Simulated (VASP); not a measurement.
# Al (Fm-3m) in VASP: notebook

Al is run at these levels: r2SCAN; tasks: single point, relaxation of cell and atoms.

Program: VASP 6.6.1. These are calculated values, not measurements. Logs are shortened: lines on timing, memory, paths and dates and some standing lists are left out, and cuts for length are marked.

### Step 1. The cell of the first run

Symmetry: Fm-3m, No. 225, cubic system. The conventional cell has a = 3.995 Å, b = 3.995 Å, c = 3.995 Å, α = 90.00°, β = 90.00°, γ = 90.00°. Al (site symmetry m-3m) has 12 Al at 2.82 Å within 3.7 Å.

### Step 2. Single point, r2SCAN

POSCAR

```
Al
1.0
    0.0000000000      1.9972949161      1.9972949161
    1.9972949161      0.0000000000      1.9972949161
    1.9972949161      1.9972949161      0.0000000000
Al
1
Direct
    0.0000000000      0.0000000000      0.0000000000
```

INCAR.step1

```
SYSTEM = Al
PREC = Accurate
ENCUT = 520
ISMEAR = -1
SIGMA = 0.15
LREAL = .FALSE.
LASPH = .TRUE.
NELM = 100
NBANDS = 8
GGA = PE
ALGO = Normal
EDIFF = 1E-4
LWAVE = .TRUE.
LCHARG = .FALSE.
```

INCAR.step2

```
SYSTEM = Al
PREC = Accurate
ENCUT = 520
EDIFF = 1E-7
ISMEAR = -1
SIGMA = 0.15
LREAL = .FALSE.
LASPH = .TRUE.
NELM = 100
ALGO = Normal
ISIF = 2
LWAVE = .FALSE.
LCHARG = .FALSE.
METAGGA = R2SCAN
LMIXTAU = .TRUE.
NBANDS = 8
ISTART = 1
```

KPOINTS

```
Automatic mesh
0
G
  18 18 18
  0 0 0
```

Potentials or basis: VASP PAW PBE potentials, release 64 (Al).

On the command line:

```
$ cat potpaw_PBE.64/Al/POTCAR > POTCAR
$ cp INCAR.step1 INCAR
$ mpirun -np 1 vasp_std > vasp.out
$ cp INCAR.step2 INCAR
$ mpirun -np 1 vasp_std > vasp.out
```

OUTCAR:

```text
SYSTEM = Al
   PREC = Accurate
   ENCUT = 520
   EDIFF = 1E-7
   ISMEAR = -1
   LREAL = .FALSE.
   LASPH = .TRUE.
   NELM = 100
   ISIF = 2
   METAGGA = R2SCAN
   ISTART = 1

 ion  position               nearest neighbor table
   1  0.000  0.000  0.000-

  LATTYP: Found a face centered cubic cell.
 ALAT       =     3.9945898322

  Lattice vectors:

 A1 = (   0.0000000000,   1.9972949161,   1.9972949161)
 A2 = (   1.9972949161,   0.0000000000,   1.9972949161)
 A3 = (   1.9972949161,   1.9972949161,   0.0000000000)

Analysis of symmetry for initial positions (statically):
=====================================================================
 Subroutine PRICEL returns:
 Original cell was already a primitive cell.

 Routine SETGRP: Setting up the symmetry group for a
 face centered cubic supercell.

 Subroutine GETGRP returns: Found 48 space group operations
 (whereof 48 operations were pure point group operations)
 out of a pool of 48 trial point group operations.

The static configuration has the point symmetry O_h .

Analysis of symmetry for dynamics (positions and initial velocities):
=====================================================================
 Subroutine PRICEL returns:
 Original cell was already a primitive cell.

 Routine SETGRP: Setting up the symmetry group for a
 face centered cubic supercell.

 Subroutine GETGRP returns: Found 48 space group operations
 (whereof 48 operations were pure point group operations)
 out of a pool of 48 trial point group operations.

The dynamic configuration has the point symmetry O_h .

 Subroutine INISYM returns: Found 48 space group operations
 (whereof 48 operations are pure point group operations),
 and found     1 'primitive' translations

----------------------------------------------------------------------------------------

                                     Primitive cell

  volume of cell :      15.9352

  direct lattice vectors                    reciprocal lattice vectors
     0.000000000  1.997294916  1.997294916    -0.250338593  0.250338593  0.250338593
     1.997294916  0.000000000  1.997294916     0.250338593 -0.250338593  0.250338593
     1.997294916  1.997294916  0.000000000     0.250338593  0.250338593 -0.250338593

  length of vectors
     2.824601558  2.824601558  2.824601558     0.433599163  0.433599163  0.433599163

  position of ions in fractional coordinates (direct lattice)
     0.000000000  0.000000000  0.000000000
[... 77 lines left out ...]
   LREAL  =      F    real-space projection
   EDIFFG = 0.1E-05   stopping-criterion for IOM
   NSW    =      0    number of steps for IOM
   IBRION =     -1    ionic relax: 0-MD 1-quasi-New 2-CG
   NFREE  =      0    steps in history (QN), initial steepest desc. (CG)
   ISIF   =      2    stress and relaxation
   ISYM   =      2    0-nonsym 1-usesym 2-fastsym
   POTIM  = 0.5000    time-step for ionic-motion
   TEBEG  =    0.0;   TEEND  =   0.0 temperature during run
   PSTRESS=    0.0 pullay stress
   NELECT =       3.0000    total number of electrons
   NUPDOWN=      -1.0000    fix difference up-down
   EMIN   =  10.00;   EMAX   =-10.00  energy-range for DOS
   EFERMI =   0.00;   METHOD = LEGACY
   ISMEAR =    -1;   SIGMA  =   0.15  broadening in eV -4-tet -1-fermi 0-gaus
   EFERMI_NEDOS =   21; number of points for ismear=-14 and -15
   IALGO  =     38    algorithm
   IMIX   =      4    mixing-type and parameters
     AMIX     =   0.40;   BMIX     =  1.00
     AMIX_MAG =   1.60;   BMIX_MAG =  1.00
  volume/ion in A,a.u.               =      15.94       107.54
  Fermi-wavevector in a.u.,A,eV,Ry     =   0.938274  1.773081 11.978001  0.880358
  Thomas-Fermi vector in A             =   2.065469
   LORBIT       =      0    0 simple, 1 ext, 2 COOP (PROOUT), +10 PAW based schemes
   METAGGA = R2SCAN    functional components
   LHFCALC =     F    Hartree Fock is set to
   AEXX    =    0.0000 exact exchange contribution
   IVDW    =     0    specifies the selected vdW correction
   LEPSILON=     F    determine dielectric tensor
   LRPA    =     F    only Hartree local field effects (RPA)
 non-spin polarized calculation
  energy-cutoff  :      520.00
  volume of cell :       15.94
 maximum number of plane-waves:       444
 NGX is ok and might be reduce to    24
   NGX = 11   NGY = 11   NGZ = 11

 number of electron       3.0000000 magnetization

 Free energy of the ion-electron system (eV)
  ---------------------------------------------------
  ext. energy  EPLUGINS =         0.00000000
  ---------------------------------------------------
  free energy    TOTEN  =        -6.75073839 eV

  energy without entropy =       -6.72270767  energy(sigma->0) =       -6.73672303

 E-fermi :   8.3805     XC(G=0): -11.0365

 val. band max:        8.3701008575   @ k =  -0.3333   0.4444   0.1111
 cond. band min:       8.4201690735   @ k =  -0.3333   0.3889   0.0556
 fundamental gap:      0.0500682160
 Fermi energy:         8.3805339200

 k-point     1 :       0.0000    0.0000    0.0000
  band No.  band energies     occupation
      1      -3.7034      2.00000
      2      21.9055      0.00000
      3      21.9055      0.00000
      4      21.9055      0.00000
      5      24.0918      0.00000
      6      24.0918      0.00000
      7      24.0918      0.00000
      8      26.0007      0.00000
[... 243 lines left out ...]
 k-point    24 :      -0.2222    0.0556    0.0000
  band No.  band energies     occupation
      1      -1.9201      2.00000
      2      12.5478      0.00000
      3      18.5147      0.00000
      4      21.5876      0.00000
      5      23.5175      0.00000
      6      24.6505      0.00000
      7      25.1720      0.00000
      8      27.5155      0.00000

 [... further k-points ...]

------------------------ aborting loop because EDIFF is reached ----------------------------------------

  FORCE on cell =-STRESS in cart. coord.  units (eV):
  Direction    XX          YY          ZZ          XY          YZ          ZX
  --------------------------------------------------------------------------------------
  -------------------------------------------------------------------------------------
  Total       -0.0324349     -0.0324349     -0.0324349      0.0000000     -0.0000000      0.0000000
  in kB       -3.2611174     -3.2611174     -3.2611174      0.0000000     -0.0000000      0.0000000
  external PRESSURE =      -3.2611174 kB  Pullay stress =       0.0000000 kB

 VOLUME and BASIS-vectors are now :
 -----------------------------------------------------------------------------
  energy-cutoff  :      520.00
  volume of cell :       15.94
      direct lattice vectors                 reciprocal lattice vectors
     0.000000000  1.997294916  1.997294916    -0.250338593  0.250338593  0.250338593
     1.997294916  0.000000000  1.997294916     0.250338593 -0.250338593  0.250338593
     1.997294916  1.997294916  0.000000000     0.250338593  0.250338593 -0.250338593

 POSITION                                       TOTAL-FORCE (eV/Angst)
 -----------------------------------------------------------------------------------
      0.00000      0.00000      0.00000         0.000000     -0.000000      0.000000
 -----------------------------------------------------------------------------------
    total drift:                               -0.000000      0.000000     -0.000000

  FREE ENERGIE OF THE ION-ELECTRON SYSTEM (eV)
  ---------------------------------------------------
  free  energy   TOTEN  =        -6.7507383926 eV

  energy  without entropy=       -6.7227076698  energy(sigma->0) =       -6.73672303
```

OUTCAR.step1:

```text
SYSTEM = Al
   PREC = Accurate
   ENCUT = 520
   ISMEAR = -1
   LREAL = .FALSE.
   LASPH = .TRUE.
[... 481 lines left out ...]
 -----------------------------------------------------------------------------------
      0.00000      0.00000      0.00000         0.000000     -0.000000     -0.000000
 -----------------------------------------------------------------------------------
    total drift:                                0.000000     -0.000000     -0.000000

  FREE ENERGIE OF THE ION-ELECTRON SYSTEM (eV)
  ---------------------------------------------------
  free  energy   TOTEN  =        -3.7548284286 eV

  energy  without entropy=       -3.7243901277  energy(sigma->0) =       -3.73960928
```

OSZICAR.step1:

```text
N       E                     dE             d eps       ncg     rms          rms(c)
DAV:   1    -0.232502585725E+01   -0.23250E+01   -0.88320E+02  3120   0.207E+02
DAV:   2    -0.377043685528E+01   -0.14454E+01   -0.14165E+01  4376   0.190E+01
DAV:   3    -0.377792054871E+01   -0.74837E-02   -0.74792E-02  4032   0.153E+00
DAV:   4    -0.377793954713E+01   -0.18998E-04   -0.18999E-04  4896   0.655E-02
DAV:   5    -0.377793959505E+01   -0.47924E-07   -0.46972E-07  3960   0.172E-03    0.136E+00
DAV:   6    -0.376458302707E+01    0.13357E-01   -0.14829E-03  4240   0.184E-01    0.793E-01
DAV:   7    -0.375483242903E+01    0.97506E-02   -0.44884E-03  4104   0.300E-01    0.153E-01
DAV:   8    -0.375482842859E+01    0.40004E-05   -0.12591E-05  4112   0.254E-02
   1 F= -.37548284E+01 E0= -.37396093E+01  d E =-.304383E-01
```

Wall time 73 s (1 thread of AMD EPYC 9R45 (Zen 5), shared host); peak memory 0.12 GiB.

What came out:

```yaml
Free_energy: -6.7507 eV
Pressure: -0.3 GPa
```

Levels at points of the mesh, in eV from the Fermi level:
| k point | band 1 | band 2 | band 3 | band 4 | band 5 | band 6 |
| --- | --- | --- | --- | --- | --- | --- |
| (0.00, 0.00, 0.00) | -12.08 | 13.52 | 13.52 | 13.52 | 15.71 | 15.71 |
| (0.50, 0.00, 0.00) | -5.14 | -4.58 | 12.25 | 12.25 | 12.71 | 12.71 |
| (0.50, 0.50, 0.00) | -3.24 | -1.66 | 5.47 | 6.18 | 6.18 | 10.27 |

Caveat: the PAW data sets were made with another functional, which shifts forces and pressure a little.

### Step 3. Relaxation of cell and atoms, r2SCAN

POSCAR

```
Al
1.0
    0.0000000000      1.9960030645      1.9960030645
    1.9960030645      0.0000000000      1.9960030645
    1.9960030645      1.9960030645      0.0000000000
Al
1
Direct
    0.0000000000      0.0000000000      0.0000000000
```

INCAR.step1

```
PREC = Accurate ; ENCUT = 600
ISMEAR = -1 ; SIGMA = 0.15
LREAL = False ; LASPH = True
NELM = 80 ; GGA = PE
ALGO = Normal ; EDIFF = 1E-4
LWAVE = True ; LCHARG = False
```

INCAR.step2

```
PREC = Accurate ; ENCUT = 600
EDIFF = 1E-6 ; ISMEAR = -1
SIGMA = 0.15 ; LREAL = False
LASPH = True ; NELM = 80
ALGO = Normal ; ISIF = 3
LWAVE = False ; LCHARG = False
METAGGA = R2SCAN ; LMIXTAU = True
IBRION = 2 ; NSW = 80
EDIFFG = -0.001 ; ISTART = 1
```

KPOINTS

```
regular mesh
0
Gamma
  18 18 18
```

Potentials or basis: VASP PAW PBE potentials, release 64 (Al).

On the command line:

```
$ cat potpaw_PBE.64/Al/POTCAR > POTCAR
$ cp INCAR.step1 INCAR
$ mpirun -np 1 vasp_std > vasp.out
$ cp INCAR.step2 INCAR
$ mpirun -np 1 vasp_std > vasp.out
```

Wall time 76 s (1 thread of Intel Xeon 6975P-C, shared host); peak memory 0.15 GiB.

The run converged. Its results:

```yaml
Free_energy: -6.7507 eV
Relaxed_volume: 15.88 Å³/atom
Relaxed_cell: a = 2.821 Å, b = 2.821 Å, c = 2.821 Å, α = 60.00°, β = 60.00°, γ = 60.00°
Space_group_after_relaxing_to_0.05_Å: Fm-3m (No. 225)
Energy_gained_by_relaxing: 0.0 meV/atom
Ionic_steps: 4
Pressure_after_relaxing: 0.0 GPa
```

Final structure:
```cif
data_structure
_symmetry_space_group_name_H-M 'P 1'
_symmetry_Int_Tables_number 1
_cell_length_a 2.8213
_cell_length_b 2.8213
_cell_length_c 2.8213
_cell_angle_alpha 60.000
_cell_angle_beta 60.000
_cell_angle_gamma 60.000
_cell_volume 15.88
loop_
_atom_site_label
_atom_site_type_symbol
_atom_site_fract_x
_atom_site_fract_y
_atom_site_fract_z
_atom_site_occupancy
Al1 Al 0.00000 0.00000 0.00000 1
```

Levels at points of the mesh, in eV from the Fermi level:
| k point | band 1 | band 2 | band 3 | band 4 | band 5 |
| --- | --- | --- | --- | --- | --- |
| (0.00, 0.00, 0.00) | -12.11 | 13.54 | 13.54 | 13.54 | 15.76 |
| (0.50, 0.00, 0.00) | -5.15 | -4.58 | 12.27 | 12.27 | 12.76 |
| (0.50, 0.50, 0.00) | -3.25 | -1.66 | 5.48 | 6.20 | 6.20 |

Caveat: the PAW data sets were made with another functional, which shifts forces and pressure a little.
